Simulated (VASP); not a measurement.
Input of a VASP 6.6.1 run:

The input INCAR:

```
PREC = Accurate ; ENCUT = 520
EDIFF = 1E-6 ; ISMEAR = 0
SIGMA = 0.02 ; LREAL = F
LASPH = T ; NELM = 150
ALGO = Normal ; ISIF = 2
LWAVE = F ; LCHARG = T
ISPIN = 2 ; MAGMOM = 0.61 0.61
LORBIT = 11 ; GGA = PE
IVDW = 12 ; LELF = T
LVHAR = T ; NBANDS = 17
```

KPOINTS

```
regular mesh
0
Gamma
  10 10 8
```

File POSCAR:

```
O
1.0
    3.0600720827     -1.7887346169      0.0122753686
    3.0600720827      1.7887346169      0.0122753686
   -2.5540226286      0.0000000000      3.7541639776
O
2
Direct
    0.0204886948      0.0204886948      0.1475889247
    0.9795113052      0.9795113052      0.8524110753
```

Potentials or basis: VASP PAW PBE potentials, release 64 (O).

Launch:

```console
$ cat potpaw_PBE.64/O/POTCAR > POTCAR
$ mpirun -np 1 vasp_std > vasp.out
```

Task: Estimate the largest force.

Result: 1.154 eV/Å.

Task: What does it give for the pressure?

Result: 1.6 GPa.

Task: Predict the band gap on the k mesh.

Result: 1.60 eV, indirect (least direct gap 1.78 eV).

Task: What does it give for the site moments?

Result: O +0.81 μB.

Forces on the atoms (eV/Å):
```
O   -0.479  0.000  1.050
O    0.479  0.000 -1.050
```

Caveat: the standard files for N, O and F lose accuracy on very short bonds; forces of over 1 eV/Å act on the atoms, so gaps and moduli don't describe the material at rest. A k mesh can miss the band edges.
